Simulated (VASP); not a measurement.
# Si7PdC8 in VASP: single point with PBEsol+U

Aim: the single point of Si7PdC8 with PBEsol+U.

All numbers are computed with VASP 6.6.1; they aren't measurements. Logs are shortened: lines on timing, memory, paths and dates and some standing lists are left out, and cuts for length are marked.

### 1 The cell of the first run

The typed cell holds 16 atoms: a = 6.163 Å, b = 6.163 Å, c = 6.163 Å, α = 60.00°, β = 60.00°, γ = 60.00°.

### 2 Single point, PBEsol+U

Contents of INCAR:

```
ALGO = Normal ; EDIFF = 1E-6
ENCUT = 520 ; GGA = PS
ISIF = 2 ; ISMEAR = 0
LASPH = True ; LCHARG = False
LDAU = True ; LDAUJ = 0 0 0
LDAUL = 2 -1 -1 ; LDAUPRINT = 1
LDAUTYPE = 2 ; LDAUU = 2 0 0
LMAXMIX = 4 ; LREAL = Auto
LWAVE = False ; NBANDS = 49
NELM = 150 ; PREC = Accurate
SIGMA = 0.05
```

Contents of KPOINTS:

```
k-points
0
Gamma
  3 3 3
```

Contents of POSCAR:

```
Si7PdC8
1.0
    0.0000000000      4.3580000000      4.3580000000
    4.3580000000      0.0000000000      4.3580000000
    4.3580000000      4.3580000000      0.0000000000
Pd Si C
1 7 8
Direct
    0.9985120068      0.0014817106      0.0001348684
    0.9959776440      0.9993993439      0.5023713880
    0.9960239966      0.5039575895      0.9977614746
    0.9960195893      0.5039464916      0.5023744001
    0.5006153515      0.9994179348      0.9977393167
    0.5005922752      0.9994411165      0.5022896129
    0.5006409381      0.5039571230      0.9977444199
    0.4982886190      0.5017127018      0.5000509255
    0.1331292654      0.1365160330      0.1348897383
    0.1330554484      0.1364773051      0.5957024134
    0.1331867839      0.5970788001      0.1349118402
    0.1239869420      0.6264598039      0.6248269315
    0.5940531588      0.1364707605      0.1347536752
    0.6230374944      0.1274138327      0.6248083382
    0.6230746445      0.6264712122      0.1257393475
    0.6230697129      0.6264859288      0.6248020359
```

Potentials or basis: VASP PAW PBE potentials, release 64 (Pd, Si, C).

Command:

```console
cat potpaw_PBE.64/Pd/POTCAR potpaw_PBE.64/Si/POTCAR potpaw_PBE.64/C/POTCAR > POTCAR
mpirun -np 1 vasp_std > vasp.out
```

OUTCAR:

```text
EDIFF = 1E-6
   ENCUT = 520
   GGA = PS
   ISIF = 2
   ISMEAR = 0
   LASPH = True
   LREAL = Auto
   NELM = 150
   PREC = Accurate

 ion  position               nearest neighbor table
   1  0.999  0.001  0.000-  11 2.04   9 2.04  10 2.04  13 2.04   7 3.08   5 3.08   4 3.08   2 3.08
                             3 3.08   6 3.08   6 3.08   3 3.08   2 3.08   4 3.08   5 3.08   7 3.08
   2  0.996  0.999  0.502-  10 1.86   9 1.86  12 1.88  14 1.88   5 3.05   6 3.05   3 3.05   4 3.05
                             1 3.08   8 3.08   8 3.08   1 3.08   4 3.11   3 3.11   6 3.11   5 3.11
   3  0.996  0.504  0.998-   9 1.86  11 1.86  12 1.88  15 1.88   7 3.05   4 3.05   2 3.05   5 3.05
                             1 3.08   8 3.08   8 3.08   1 3.08   5 3.11   2 3.11   4 3.11   7 3.11
   4  0.996  0.504  0.502-  10 1.86  11 1.86  12 1.88  16 1.88   7 3.05   3 3.05   2 3.05   6 3.05
                             1 3.08   8 3.08   8 3.08   1 3.08   6 3.11   2 3.11   3 3.11   7 3.11
   5  0.501  0.999  0.998-   9 1.86  13 1.86  14 1.88  15 1.88   2 3.05   3 3.05   7 3.05   6 3.05
                             1 3.08   8 3.08   8 3.08   1 3.08   6 3.11   7 3.11   3 3.11   2 3.11
   6  0.501  0.999  0.502-  13 1.86  10 1.86  14 1.88  16 1.88   2 3.05   5 3.05   4 3.05   7 3.05
                             1 3.08   8 3.08   8 3.08   1 3.08   7 3.11   4 3.11   5 3.11   2 3.11
   7  0.501  0.504  0.998-  11 1.86  13 1.86  16 1.88  15 1.88   4 3.05   3 3.05   5 3.05   6 3.05
                             1 3.08   8 3.08   8 3.08   1 3.08   6 3.11   5 3.11   3 3.11   4 3.11
   8  0.498  0.502  0.500-  14 1.88  12 1.88  16 1.88  15 1.88   3 3.08   4 3.08   5 3.08   7 3.08
                             2 3.08   6 3.08   6 3.08   2 3.08   7 3.08   5 3.08   4 3.08   3 3.08
   9  0.133  0.137  0.135-   3 1.86   2 1.86   5 1.86   1 2.04
  10  0.133  0.136  0.596-   4 1.86   2 1.86   6 1.86   1 2.04
  11  0.133  0.597  0.135-   3 1.86   7 1.86   4 1.86   1 2.04
  12  0.124  0.626  0.625-   4 1.88   3 1.88   2 1.88   8 1.88
  13  0.594  0.136  0.135-   7 1.86   5 1.86   6 1.86   1 2.04
  14  0.623  0.127  0.625-   5 1.88   6 1.88   2 1.88   8 1.88
  15  0.623  0.626  0.126-   7 1.88   5 1.88   3 1.88   8 1.88
  16  0.623  0.626  0.625-   7 1.88   4 1.88   6 1.88   8 1.88

  LATTYP: Found a face centered cubic cell.
 ALAT       =     8.7160000000

  Lattice vectors:

 A1 = (   0.0000000000,   4.3580000000,   4.3580000000)
 A2 = (   4.3580000000,   0.0000000000,   4.3580000000)
 A3 = (   4.3580000000,   4.3580000000,   0.0000000000)

Analysis of symmetry for initial positions (statically):
=====================================================================
 Subroutine PRICEL returns:
 Original cell was already a primitive cell.

 Routine SETGRP: Setting up the symmetry group for a
 face centered cubic supercell.

 Subroutine GETGRP returns: Found  1 space group operations
 (whereof  1 operations were pure point group operations)
 out of a pool of 48 trial point group operations.

The static configuration has the point symmetry C_1 .

Analysis of symmetry for dynamics (positions and initial velocities):
=====================================================================
 Subroutine PRICEL returns:
 Original cell was already a primitive cell.

 Routine SETGRP: Setting up the symmetry group for a
 face centered cubic supercell.

 Subroutine GETGRP returns: Found  1 space group operations
 (whereof  1 operations were pure point group operations)
 out of a pool of 48 trial point group operations.

The dynamic configuration has the point symmetry C_1 .

 Subroutine INISYM returns: Found  1 space group operations
 (whereof  1 operations are pure point group operations),
 and found     1 'primitive' translations

----------------------------------------------------------------------------------------

                                     Primitive cell

  volume of cell :     165.5357

  direct lattice vectors                    reciprocal lattice vectors
     0.000000000  4.358000000  4.358000000    -0.114731528  0.114731528  0.114731528
     4.358000000  0.000000000  4.358000000     0.114731528 -0.114731528  0.114731528
     4.358000000  4.358000000  0.000000000     0.114731528  0.114731528 -0.114731528

  length of vectors
     6.163142705  6.163142705  6.163142705     0.198720836  0.198720836  0.198720836

  position of ions in fractional coordinates (direct lattice)
     0.998512007  0.001481711  0.000134868
     0.995977644  0.999399344  0.502371388
     0.996023997  0.503957589  0.997761475
     0.996019589  0.503946492  0.502374400
     0.500615352  0.999417935  0.997739317
     0.500592275  0.999441117  0.502289613
[... 8 lines left out ...]
     0.623074645  0.626471212  0.125739348
[... 65 lines left out ...]
   total plane-waves  NPLWV = 110592
   dimension x,y,z NGX =    48 NGY =   48 NGZ =   48
   dimension x,y,z NGXF=    96 NGYF=   96 NGZF=   96
   ions per type =               1   7   8
   NGX,Y,Z   is equivalent  to a cutoff of  12.95, 12.95, 12.95 a.u.
   NGXF,Y,Z  is equivalent  to a cutoff of  25.90, 25.90, 25.90 a.u.
 SYSTEM =  unknown system
   PREC   = accura    normal or accurate (medium, high low for compatibility)
   ISTART =      0    job   : 0-new  1-cont  2-samecut
   ICHARG =      2    charge: 1-file 2-atom 10-const
   ISPIN  =      1    spin polarized calculation?
   LNONCOLLINEAR =      F non collinear calculations
   LSORBIT =      F    spin-orbit coupling
   LASPH  =      T    aspherical Exc in radial PAW
   ENCUT  =  520.0 eV  38.22 Ry    6.18 a.u.  11.46 11.46 11.46*2*pi/ulx,y,z
   NELM   =    150;   NELMIN=  2; NELMDL= -5     # of ELM steps
   EDIFF  = 0.1E-05   stopping-criterion for ELM
   LREAL  =      T    real-space projection
   EDIFFG = 0.1E-04   stopping-criterion for IOM
   NSW    =      0    number of steps for IOM
   IBRION =     -1    ionic relax: 0-MD 1-quasi-New 2-CG
   NFREE  =      0    steps in history (QN), initial steepest desc. (CG)
   ISIF   =      2    stress and relaxation
   ISYM   =      2    0-nonsym 1-usesym 2-fastsym
   POTIM  = 0.5000    time-step for ionic-motion
   TEBEG  =    0.0;   TEEND  =   0.0 temperature during run
   PSTRESS=    0.0 pullay stress
   NELECT =      70.0000    total number of electrons
   NUPDOWN=      -1.0000    fix difference up-down
   EMIN   =  10.00;   EMAX   =-10.00  energy-range for DOS
   EFERMI =   0.00;   METHOD = LEGACY
   ISMEAR =     0;   SIGMA  =   0.05  broadening in eV -4-tet -1-fermi 0-gaus
   EFERMI_NEDOS =   21; number of points for ismear=-14 and -15
   IALGO  =     38    algorithm
   IMIX   =      4    mixing-type and parameters
     AMIX     =   0.40;   BMIX     =  1.00
     AMIX_MAG =   1.60;   BMIX_MAG =  1.00
  volume/ion in A,a.u.               =      10.35        69.82
  Fermi-wavevector in a.u.,A,eV,Ry     =   1.228788  2.322073 20.543707  1.509920
  Thomas-Fermi vector in A             =   2.363700
   LORBIT       =      0    0 simple, 1 ext, 2 COOP (PROOUT), +10 PAW based schemes
 LDA+U is selected, type is set to LDAUTYPE =  2
   angular momentum for each species LDAUL =     2   -1   -1
   U (eV)           for each species LDAUU =   2.0  0.0  0.0
   J (eV)           for each species LDAUJ =   0.0  0.0  0.0
   GGA     = PS    functional components
   LHFCALC =     F    Hartree Fock is set to
   AEXX    =    0.0000 exact exchange contribution
   IVDW    =     0    specifies the selected vdW correction
   LEPSILON=     F    determine dielectric tensor
   LRPA    =     F    only Hartree local field effects (RPA)
 non-spin polarized calculation
 Gauss-broadening in eV      SIGMA  =   0.05
  energy-cutoff  :      520.00
  volume of cell :      165.54
 maximum number of plane-waves:      4477
 NGX is ok and might be reduce to    48
   NGX = 23   NGY = 23   NGZ = 23

atom =   1  type =  1  l = 2

 onsite density matrix

spin component  1

  0.8405  0.0002 -0.0000 -0.0001 -0.0000
  0.0002  0.8405  0.0000 -0.0000 -0.0000
 -0.0000  0.0000  0.9513 -0.0001  0.0000
 -0.0001 -0.0000 -0.0001  0.8405 -0.0001
 -0.0000 -0.0000  0.0000 -0.0001  0.9513

spin component  2

  0.8405  0.0002 -0.0000 -0.0001 -0.0000
  0.0002  0.8405  0.0000 -0.0000 -0.0000
 -0.0000  0.0000  0.9513 -0.0001  0.0000
 -0.0001 -0.0000 -0.0001  0.8405 -0.0001
 -0.0000 -0.0000  0.0000 -0.0001  0.9513

 occupancies and eigenvectors

  o =  0.8403  v = -0.7323  0.6555 -0.0003 -0.1847  0.0000  0.0000  0.0000  0.0000  0.0000  0.0000      0.0000  0.0000  0.0000  0.0000  0.0000  0.0000  0.0000  0.0000  0.0000  0.0000
  o =  0.8403  v =  0.0000  0.0000  0.0000  0.0000  0.0000 -0.7323  0.6555 -0.0003 -0.1847  0.0000      0.0000  0.0000  0.0000  0.0000  0.0000  0.0000  0.0000  0.0000  0.0000  0.0000
  o =  0.8405  v = -0.0812 -0.3533 -0.0006 -0.9320 -0.0013  0.0000  0.0000  0.0000  0.0000  0.0000      0.0000  0.0000  0.0000  0.0000  0.0000  0.0000  0.0000  0.0000  0.0000  0.0000
  o =  0.8405  v =  0.0000  0.0000  0.0000  0.0000  0.0000 -0.0812 -0.3533 -0.0006 -0.9320 -0.0013      0.0000  0.0000  0.0000  0.0000  0.0000  0.0000  0.0000  0.0000  0.0000  0.0000
  o =  0.8407  v =  0.6761  0.6675 -0.0004 -0.3120 -0.0001  0.0000  0.0000  0.0000  0.0000  0.0000      0.0000  0.0000  0.0000  0.0000  0.0000  0.0000  0.0000  0.0000  0.0000  0.0000
  o =  0.8407  v =  0.0000  0.0000  0.0000  0.0000  0.0000  0.6761  0.6675 -0.0004 -0.3120 -0.0001      0.0000  0.0000  0.0000  0.0000  0.0000  0.0000  0.0000  0.0000  0.0000  0.0000
  o =  0.9513  v = -0.0000  0.0004  0.9442 -0.0003 -0.3294  0.0000  0.0000  0.0000  0.0000  0.0000      0.0000  0.0000  0.0000  0.0000  0.0000  0.0000  0.0000  0.0000  0.0000  0.0000
  o =  0.9513  v =  0.0000  0.0000  0.0000  0.0000  0.0000 -0.0000  0.0004  0.9442 -0.0003 -0.3294      0.0000  0.0000  0.0000  0.0000  0.0000  0.0000  0.0000  0.0000  0.0000  0.0000
  o =  0.9513  v =  0.0000  0.0000  0.0000  0.0000  0.0000  0.0000  0.0003 -0.3294  0.0014 -0.9442      0.0000  0.0000  0.0000  0.0000  0.0000  0.0000  0.0000  0.0000  0.0000  0.0000
  o =  0.9513  v =  0.0000  0.0003 -0.3294  0.0014 -0.9442  0.0000  0.0000  0.0000  0.0000  0.0000      0.0000  0.0000  0.0000  0.0000  0.0000  0.0000  0.0000  0.0000  0.0000  0.0000

 number of electron      70.0000005 magnetization

 Free energy of the ion-electron system (eV)
  ---------------------------------------------------
  ext. energy  EPLUGINS =         0.00000000
  ---------------------------------------------------
  free energy    TOTEN  =      -121.75607244 eV

  energy without entropy =     -121.75125515  energy(sigma->0) =     -121.75366380

 E-fermi :   9.0155     XC(G=0): -11.7220

 val. band max:        8.8054028679   @ k =   0.3333   0.3333   0.0000
 cond. band min:       9.0632855813   @ k =  -0.3333   0.3333  -0.3333
 fundamental gap:      0.2578827135
 Fermi energy:         9.0155182316

 k-point     1 :       0.0000    0.0000    0.0000
  band No.  band energies     occupation
      1      -7.1772      2.00000
      2      -3.8004      2.00000
      3      -3.8002      2.00000
      4      -3.8000      2.00000
      5      -3.4770      2.00000
      6      -2.2736      2.00000
[... 689 lines left out ...]
     46      15.6531      0.00000
     47      15.8613      0.00000
 [bands above 47 left out]

------------------------ aborting loop because EDIFF is reached ----------------------------------------

  FORCE on cell =-STRESS in cart. coord.  units (eV):
  Direction    XX          YY          ZZ          XY          YZ          ZX
  --------------------------------------------------------------------------------------
  -------------------------------------------------------------------------------------
  Total        7.1735302      7.1715932      7.1568345     -0.0094706     -0.0033443      0.0157879
  in kB       69.4307472     69.4119996     69.2691538     -0.0916636     -0.0323690      0.1528068
  external PRESSURE =      69.3706335 kB  Pullay stress =       0.0000000 kB

 VOLUME and BASIS-vectors are now :
 -----------------------------------------------------------------------------
  energy-cutoff  :      520.00
  volume of cell :      165.54
      direct lattice vectors                 reciprocal lattice vectors
     0.000000000  4.358000000  4.358000000    -0.114731528  0.114731528  0.114731528
     4.358000000  0.000000000  4.358000000     0.114731528 -0.114731528  0.114731528
     4.358000000  4.358000000  0.000000000     0.114731528  0.114731528 -0.114731528

 POSITION                                       TOTAL-FORCE (eV/Angst)
 -----------------------------------------------------------------------------------
      0.00705      4.35210      4.35797        -0.001313     -0.001659      0.001606
      6.54472      6.52981      8.69585         0.000225      0.000120      0.005739
      6.54449      8.68892      6.53692         0.002396      0.003936     -0.000160
      4.38555      6.53000      6.53685        -0.005039     -0.003415     -0.000835
      8.70361      6.52983      6.53715         0.004993      0.002122     -0.000036
      6.54454      4.37056      6.53715        -0.001667     -0.005569     -0.001461
[... 8 lines left out ...]
      3.27813      3.26333      5.44552         0.002145     -0.011126      0.005548
      5.45311      5.43823      5.44556         0.011982     -0.001841      0.005935
 -----------------------------------------------------------------------------------
    total drift:                                0.000965      0.001796     -0.007129

  FREE ENERGIE OF THE ION-ELECTRON SYSTEM (eV)
  ---------------------------------------------------
  free  energy   TOTEN  =      -121.7560724391 eV

  energy  without entropy=     -121.7512551546  energy(sigma->0) =     -121.75366380
```

It took 2.1 min on 1 thread of AMD EPYC 9R45 (Zen 5), shared host; peak memory 0.32 GiB.

Results:

| Item | Value |
| --- | --- |
| Free energy | -121.7561 eV |
| Pressure | 6.9 GPa |
| Largest force | 0.307 eV/Å |
| Band gap on the k mesh | zero (bands 35 and 36 overlap by 0.33 eV) |

Forces on the atoms (eV/Å):
```
Pd  -0.001 -0.002  0.002
Si   0.000  0.000  0.006
Si   0.002  0.004  0.000
Si  -0.005 -0.003 -0.001
Si   0.005  0.002  0.000
Si  -0.002 -0.006 -0.001
Si  -0.001  0.000 -0.003
Si  -0.001  0.000  0.002
C   -0.182 -0.166 -0.176
C    0.166  0.183 -0.173
C    0.174 -0.172  0.180
C    0.012 -0.012 -0.004
C   -0.182  0.185  0.164
C    0.001 -0.001 -0.006
C    0.002 -0.011  0.006
C    0.012 -0.002  0.006
```

Eigenvalues of the final occupation matrices:
```tsv
site	spin	trace	eigenvalues
site 1 d	1	4.42	0.84 0.84 0.84 0.95 0.95
site 1 d	2	4.42	0.84 0.84 0.84 0.95 0.95
```

Caveat: the k points lie up to 0.42 Å⁻¹ apart; the PAW data sets were made with another functional, which shifts forces and pressure a little; U without spin polarisation on a metal has little footing; the U is typed as a test and isn't derived for this compound.
